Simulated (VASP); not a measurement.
# TaN (P6/mmm) in VASP: notebook

Runs on TaN. Level: LDA. Tasks: single point.

All numbers are computed with VASP 6.6.1; they aren't measurements. Logs are shortened: lines on timing, memory, paths and dates and some standing lists are left out, and cuts for length are marked.

## Step 1: The cell of the first run

It takes space group P6/mmm (No. 191, hexagonal). Conventional cell: a = 5.191 Å, b = 5.191 Å, c = 2.908 Å, α = 90.00°, β = 90.00°, γ = 120.00°. Ta (site symmetry 6/mmm) has 6 N at 2.60 Å and 14 Ta at 2.91 to 3.33 Å within 3.4 Å. Within 2.8 Å of Ta (site symmetry -6m2) lie 6 N at 2.09 Å. N (site symmetry mmm) has 6 Ta at 2.09 to 2.60 Å and 4 N at 2.60 Å within 2.8 Å.

## Step 2: Single point, LDA

File INCAR:

```
PREC     = Accurate       # precision mode
ENCUT    = 520            # plane-wave cutoff, eV
EDIFF    = 1E-6           # SCF threshold, eV
ISMEAR   = -1             # smearing method
SIGMA    = 0.1            # smearing width, eV
LREAL    = False          # projectors in reciprocal space
LASPH    = True           # aspherical terms in the spheres
NELM     = 80             # most SCF steps
ALGO     = Normal         # electronic algorithm
ISIF     = 2              # what is computed and relaxed
LWAVE    = False          # write WAVECAR
LCHARG   = False          # write CHGCAR
GGA      = CA             # functional
NBANDS   = 33             # bands
```

File KPOINTS:

```
regular mesh
0
Gamma
  2 2 3
```

File POSCAR:

```
TaN
1.0
    5.1910000000      0.0000000000      0.0000000000
   -2.5955000000      4.4955380000      0.0000000000
    0.0000000000      0.0000000000      2.9080000000
Ta N
3 3
Direct
    0.0000000000      0.0000000000      0.0000000000
    0.3333333333      0.6666666667      0.5000000000
    0.6666666667      0.3333333333      0.5000000000
    0.5000000000      0.0000000000      0.0000000000
    0.5000000000      0.5000000000      0.0000000000
    0.0000000000      0.5000000000      0.0000000000
```

Potentials or basis: VASP PAW LDA potentials, release 64 (Ta_pv, N).

On the command line:

```sh
cat potpaw_LDA.64/Ta_pv/POTCAR potpaw_LDA.64/N/POTCAR > POTCAR
mpirun -np 1 vasp_std > vasp.out
```

OUTCAR:

```text
PREC = Accurate
   ENCUT = 520
   EDIFF = 1E-6
   ISMEAR = -1
   LREAL = False
   LASPH = True
   NELM = 80
   ISIF = 2
   GGA = CA

 ion  position               nearest neighbor table
   1  0.000  0.000  0.000-   4 2.60   4 2.60   6 2.60   6 2.60   5 2.60   5 2.60   3 3.33   3 3.33
                             2 3.33   2 3.33   2 3.33   3 3.33   2 3.33   3 3.33   2 3.33   3 3.33
   2  0.333  0.667  0.500-   6 2.09   6 2.09   5 2.09   5 2.09   4 2.09   4 2.09   3 3.00   3 3.00
                             3 3.00   1 3.33   1 3.33   1 3.33   1 3.33   1 3.33   1 3.33
   3  0.667  0.333  0.500-   6 2.09   6 2.09   5 2.09   5 2.09   4 2.09   4 2.09   2 3.00   2 3.00
                             2 3.00   1 3.33   1 3.33   1 3.33   1 3.33   1 3.33   1 3.33
   4  0.500  0.000  0.000-   2 2.09   3 2.09   2 2.09   3 2.09   1 2.60   1 2.60
   5  0.500  0.500  0.000-   2 2.09   3 2.09   2 2.09   3 2.09   1 2.60   1 2.60
   6  0.000  0.500  0.000-   2 2.09   3 2.09   2 2.09   3 2.09   1 2.60   1 2.60

  LATTYP: Found a hexagonal cell.
 ALAT       =     5.1910000000
 C/A-ratio  =     0.5602003468

  Lattice vectors:

 A1 = (   5.1910000000,   0.0000000000,   0.0000000000)
 A2 = (  -2.5955000000,   4.4955380000,   0.0000000000)
 A3 = (   0.0000000000,   0.0000000000,   2.9080000000)

Analysis of symmetry for initial positions (statically):
=====================================================================
 Subroutine PRICEL returns:
 Original cell was already a primitive cell.

 Routine SETGRP: Setting up the symmetry group for a
 hexagonal supercell.

 Subroutine GETGRP returns: Found 24 space group operations
 (whereof 24 operations were pure point group operations)
 out of a pool of 24 trial point group operations.

The static configuration has the point symmetry D_6h.

Analysis of symmetry for dynamics (positions and initial velocities):
=====================================================================
 Subroutine PRICEL returns:
 Original cell was already a primitive cell.

 Routine SETGRP: Setting up the symmetry group for a
 hexagonal supercell.

 Subroutine GETGRP returns: Found 24 space group operations
 (whereof 24 operations were pure point group operations)
 out of a pool of 24 trial point group operations.

The dynamic configuration has the point symmetry D_6h.

 Subroutine INISYM returns: Found 24 space group operations
 (whereof 24 operations are pure point group operations),
 and found     1 'primitive' translations

----------------------------------------------------------------------------------------
[... 84 lines left out ...]
   IBRION =     -1    ionic relax: 0-MD 1-quasi-New 2-CG
   NFREE  =      0    steps in history (QN), initial steepest desc. (CG)
   ISIF   =      2    stress and relaxation
   ISYM   =      2    0-nonsym 1-usesym 2-fastsym
   POTIM  = 0.5000    time-step for ionic-motion
   TEBEG  =    0.0;   TEEND  =   0.0 temperature during run
   PSTRESS=    0.0 pullay stress
   NELECT =      48.0000    total number of electrons
   NUPDOWN=      -1.0000    fix difference up-down
   EMIN   =  10.00;   EMAX   =-10.00  energy-range for DOS
   EFERMI =   0.00;   METHOD = LEGACY
   ISMEAR =    -1;   SIGMA  =   0.10  broadening in eV -4-tet -1-fermi 0-gaus
   EFERMI_NEDOS =   21; number of points for ismear=-14 and -15
   IALGO  =     38    algorithm
   IMIX   =      4    mixing-type and parameters
     AMIX     =   0.40;   BMIX     =  1.00
     AMIX_MAG =   1.60;   BMIX_MAG =  1.00
  volume/ion in A,a.u.               =      11.31        76.33
  Fermi-wavevector in a.u.,A,eV,Ry     =   1.458634  2.756418 28.947918  2.127612
  Thomas-Fermi vector in A             =   2.575295
   LORBIT       =      0    0 simple, 1 ext, 2 COOP (PROOUT), +10 PAW based schemes
   GGA     = CA    functional components
   LHFCALC =     F    Hartree Fock is set to
   AEXX    =    0.0000 exact exchange contribution
   IVDW    =     0    specifies the selected vdW correction
   LEPSILON=     F    determine dielectric tensor
   LRPA    =     F    only Hartree local field effects (RPA)
 non-spin polarized calculation
  energy-cutoff  :      520.00
  volume of cell :       67.86
 maximum number of plane-waves:      1835
 NGX is ok and might be reduce to    40
   NGX = 19   NGY = 19   NGZ = 11

 number of electron      48.0000007 magnetization

 Free energy of the ion-electron system (eV)
  ---------------------------------------------------
  ext. energy  EPLUGINS =         0.00000000
  ---------------------------------------------------
  free energy    TOTEN  =       -71.44356245 eV

  energy without entropy =      -71.39219305  energy(sigma->0) =      -71.41787775

 E-fermi :   7.4956     XC(G=0): -13.2748

 val. band max:        7.3758443208   @ k =   0.0000   0.0000   0.3333
 cond. band min:       8.2424304649   @ k =   0.0000   0.0000   0.3333
 fundamental gap:      0.8665861441
 Fermi energy:         7.4955854948

 k-point     1 :       0.0000    0.0000    0.0000
  band No.  band energies     occupation
      1     -27.9616      2.00000
      2     -27.9616      2.00000
      3     -27.6491      2.00000
      4     -27.6491      2.00000
      5     -27.3810      2.00000
      6     -27.3597      2.00000
[... 133 lines left out ...]
     32      11.4914      0.00000
     33      13.1502      0.00000

------------------------ aborting loop because EDIFF is reached ----------------------------------------

  FORCE on cell =-STRESS in cart. coord.  units (eV):
  Direction    XX          YY          ZZ          XY          YZ          ZX
  --------------------------------------------------------------------------------------
  -------------------------------------------------------------------------------------
  Total       -1.2096067     -1.2096068     -2.3264640      0.0000000      0.0000000     -0.0000000
  in kB      -28.5579926    -28.5579942    -54.9262330      0.0000000      0.0000000     -0.0000000
  external PRESSURE =     -37.3474066 kB  Pullay stress =       0.0000000 kB

 VOLUME and BASIS-vectors are now :
 -----------------------------------------------------------------------------
  energy-cutoff  :      520.00
  volume of cell :       67.86
      direct lattice vectors                 reciprocal lattice vectors
     5.191000000  0.000000000  0.000000000     0.192641110  0.111221393  0.000000000
    -2.595500000  4.495538000  0.000000000     0.000000000  0.222442787  0.000000000
     0.000000000  0.000000000  2.908000000     0.000000000  0.000000000  0.343878955

 POSITION                                       TOTAL-FORCE (eV/Angst)
 -----------------------------------------------------------------------------------
      0.00000      0.00000      0.00000         0.000000      0.000000      0.000000
     -0.00000      2.99703      1.45400         0.000000      0.000000      0.000000
      2.59550      1.49851      1.45400        -0.000000     -0.000000      0.000000
      2.59550      0.00000      0.00000         0.000000      0.000000      0.000000
      1.29775      2.24777      0.00000         0.000000      0.000000      0.000000
     -1.29775      2.24777      0.00000         0.000000      0.000000      0.000000
 -----------------------------------------------------------------------------------
    total drift:                               -0.000000      0.000000     -0.000000

  FREE ENERGIE OF THE ION-ELECTRON SYSTEM (eV)
  ---------------------------------------------------
  free  energy   TOTEN  =       -71.4435624513 eV

  energy  without entropy=      -71.3921930512  energy(sigma->0) =      -71.41787775
```

OSZICAR:

```text
N       E                     dE             d eps       ncg     rms          rms(c)
DAV:   1     0.436485615574E+03    0.43649E+03   -0.25600E+04   264   0.151E+03
DAV:   2    -0.537191296910E+02   -0.49020E+03   -0.46616E+03   299   0.442E+02
DAV:   3    -0.821312013394E+02   -0.28412E+02   -0.28007E+02   335   0.103E+02
DAV:   4    -0.826120274089E+02   -0.48083E+00   -0.47824E+00   326   0.131E+01
DAV:   5    -0.826244427725E+02   -0.12415E-01   -0.12395E-01   328   0.162E+00    0.460E+01
DAV:   6    -0.718540254860E+02    0.10770E+02   -0.50540E+01   319   0.384E+01    0.197E+01
DAV:   7    -0.716145472559E+02    0.23948E+00   -0.44322E+00   319   0.116E+01    0.104E+01
DAV:   8    -0.714840178290E+02    0.13053E+00   -0.66009E-01   309   0.498E+00    0.325E+00
DAV:   9    -0.714463194162E+02    0.37698E-01   -0.70755E-02   293   0.251E+00    0.540E-01
DAV:  10    -0.714448664269E+02    0.14530E-02   -0.38982E-02   334   0.972E-01    0.266E-01
DAV:  11    -0.714435748939E+02    0.12915E-02   -0.81433E-03   309   0.519E-01    0.734E-02
DAV:  12    -0.714435637234E+02    0.11170E-04   -0.30410E-04   336   0.104E-01    0.273E-02
DAV:  13    -0.714435623198E+02    0.14036E-05   -0.12820E-05   336   0.214E-02    0.917E-03
DAV:  14    -0.714435624513E+02   -0.13150E-06   -0.32676E-06   288   0.968E-03
   1 F= -.71443562E+02 E0= -.71417878E+02  d E =-.513694E-01
```

stdout:

```text
POSCAR found type information on POSCAR TaN
 POSCAR found :  2 types and       6 ions
 scaLAPACK will be used
 LDA part: xc-table for (Slater(with rela. corr.)+CA(PZ))
 , standard interpolation
 POSCAR, INCAR and KPOINTS ok, starting setup
 FFT: planning ... GRIDC
 FFT: planning ... GRID_SOFT
 FFT: planning ... GRID
 WAVECAR not read
 entering main loop
```

It took 4.7 s on 1 thread of Intel Xeon 6975P-C (Granite Rapids), shared host; peak memory 0.16 GiB.

Results:

```
Free energy            : -71.4436 eV
Pressure               : -3.7 GPa
Band gap on the k mesh : zero (band 24 reaches 7.38 eV, above the bottom of band 25 at 6.69 eV)
```

Stress tensor (GPa, compression positive):
```
-2.86  0.00  0.00
 0.00 -2.86  0.00
 0.00  0.00 -5.49
```

Levels at points of the mesh, in eV from the Fermi level:
```tsv
k point	band 21	band 22	band 23	band 24	band 25	band 26	band 27	band 28
(0.00, 0.00, 0.00)	-2.32	-1.79	-1.63	-0.80	-0.80	1.28	1.28	1.72
(0.50, 0.00, 0.00)	-2.95	-2.22	-1.08	-0.22	1.87	2.33	2.35	2.82
```

Caveat: the k points lie up to 0.72 Å⁻¹ apart; spin-orbit coupling is left out, which moves the levels of the heavy elements.

## Step 3: Single point, LDA

INCAR, as its differences from that of step 2:

```diff
@@ -7,3 +7,3 @@
 LASPH    = True           # aspherical terms in the spheres
-NELM     = 80             # most SCF steps
+NELM     = 100            # most SCF steps
 ALGO     = Normal         # electronic algorithm
@@ -12,3 +12,2 @@
 LCHARG   = False          # write CHGCAR
-GGA      = CA             # functional
 NBANDS   = 33             # bands
```

File KPOINTS:

```
regular mesh
0
Gamma
  2 2 4
```

POSCAR is that of step 2.

Potentials or basis: VASP PAW LDA potentials, release 64 (Ta_pv, N).

On the command line:

```sh
cat potpaw_LDA.64/Ta_pv/POTCAR potpaw_LDA.64/N/POTCAR > POTCAR
mpirun -np 1 vasp_std > vasp.out
```

Wall time 5.7 s (1 thread of Intel Xeon 6975P-C (Granite Rapids), shared host); peak memory 0.16 GiB.

Results (log left out):

| Property | Result |
| --- | --- |
| Free energy | -71.1075 eV |
| Pressure | -3.3 GPa |
| Band gap on the k mesh | zero (band 24 reaches 8.88 eV, above the bottom of band 25 at 6.73 eV) |

Stress tensor (GPa, compression positive):
```
-3.30  0.00  0.00
 0.00 -3.30  0.00
 0.00  0.00 -3.39
```

Levels at points of the mesh, in eV from the Fermi level:
```csv
k point,band 22,band 23,band 24,band 25,band 26,band 27
"(0.00, 0.00, 0.00)",-2.05,-1.82,-1.01,-1.01,1.05,1.05
"(0.50, 0.00, 0.00)",-2.52,-1.36,-0.41,1.59,2.03,2.12
"(0.00, 0.00, 0.50)",-2.69,-1.47,1.14,1.14,1.81,2.06
"(0.50, 0.00, 0.50)",-2.79,-1.79,-0.91,1.31,1.62,3.32
```

Caveat: the k points lie up to 0.70 Å⁻¹ apart; spin-orbit coupling is left out, which moves the levels of the heavy elements.

## Step 4: Single point, LDA

File INCAR:

```
SYSTEM = TaN
  PREC = Accurate
  ENCUT = 520
  EDIFF = 1E-6
  ISMEAR = -1
  SIGMA = 0.1
  LREAL = .False.
  LASPH = .True.
  NELM = 60
  ALGO = Normal
  ISIF = 2
  LWAVE = .False.
  LCHARG = .True.
  LELF = .True.
  LVHAR = .True.
  NBANDS = 33
```

File KPOINTS:

```
Automatic mesh
0
Gamma
  3 3 5
  0 0 0
```

POSCAR is that of step 3.

On the command line:

```sh
cat potpaw_LDA.64/Ta_pv/POTCAR potpaw_LDA.64/N/POTCAR > POTCAR
mpirun -np 1 vasp_std > vasp.out
```

Run time: 8.8 s. Hardware: 1 thread of Intel Xeon 6975P-C (Granite Rapids), shared host; peak memory 0.16 GiB.

Results (log left out):

```yaml
Free_energy: -71.1082 eV
Pressure: -2.8 GPa
Band_gap_on_the_k_mesh: zero (band 24 reaches 8.47 eV, above the bottom of band 25 at 6.76 eV)
```

Stress tensor (GPa, compression positive):
```
-2.01  0.00  0.00
 0.00 -2.01  0.00
 0.00  0.00 -4.38
```

Levels at points of the mesh, in eV from the Fermi level:
```csv
k point,band 21,band 22,band 23,band 24,band 25,band 26,band 27,band 28
"(0.00, 0.00, 0.00)",-2.80,-2.28,-1.87,-1.10,-1.10,0.97,0.97,1.43
```

Caveat: the k points lie up to 0.47 Å⁻¹ apart; spin-orbit coupling is left out, which moves the levels of the heavy elements.

## Step 5: Single point, LDA

File INCAR:

```
PREC = Accurate
ENCUT = 520
EDIFF = 1E-6
ISMEAR = -1
SIGMA = 0.1
LREAL = False
LASPH = True
NELM = 100
ALGO = Normal
ISIF = 2
LWAVE = False
LCHARG = False
NBANDS = 33
```

File KPOINTS:

```
Automatic mesh
0
Gamma
  4 4 6
```

POSCAR is that of step 4.

On the command line:

```sh
cat potpaw_LDA.64/Ta_pv/POTCAR potpaw_LDA.64/N/POTCAR > POTCAR
mpirun -np 1 vasp_std > vasp.out
```

It took 13 s on 1 thread of Intel Xeon 6975P-C (Granite Rapids), shared host; peak memory 0.17 GiB.

The run converged. Its results:

```
Free energy            : -71.3130 eV
Pressure               : -3.2 GPa
Band gap on the k mesh : zero (band 24 reaches 8.88 eV, above the bottom of band 25 at 6.75 eV)
```

Stress tensor (GPa, compression positive):
```
-2.22  0.00  0.00
 0.00 -2.22  0.00
 0.00  0.00 -5.19
```

Levels at points of the mesh, in eV from the Fermi level:
```csv
k point,band 22,band 23,band 24,band 25,band 26,band 27
"(0.00, 0.00, 0.00)",-2.49,-2.08,-1.31,-1.31,0.77,0.77
"(0.50, 0.00, 0.00)",-2.88,-1.67,-0.71,1.30,1.79,1.82
"(0.00, 0.00, 0.50)",-3.09,-1.92,0.82,0.82,1.51,1.73
"(0.50, 0.00, 0.50)",-3.12,-2.11,-1.24,1.02,1.31,3.05
```

Caveat: the k points lie up to 0.36 Å⁻¹ apart; spin-orbit coupling is left out, which moves the levels of the heavy elements.

## Step 6: Overview

```csv
k mesh,gap on the mesh (eV),pressure (GPa)
2 × 2 × 3,none,-3.7
2 × 2 × 4,none,-3.3
3 × 3 × 5,none,-2.8
4 × 4 × 6,none,-3.2
```

Alike in all rows: task single point; level LDA; potentials or basis VASP PAW LDA potentials, release 64 (Ta_pv, N); no spin polarisation; cell as given; cutoff (eV) 520; smearing fermi-dirac 0.1 eV.

Caveats: all runs use coarse meshes; spin-orbit coupling is left out, which moves the levels of the heavy elements.

Total energies depend on the potentials used, so only differences within one code and one set of settings carry meaning.
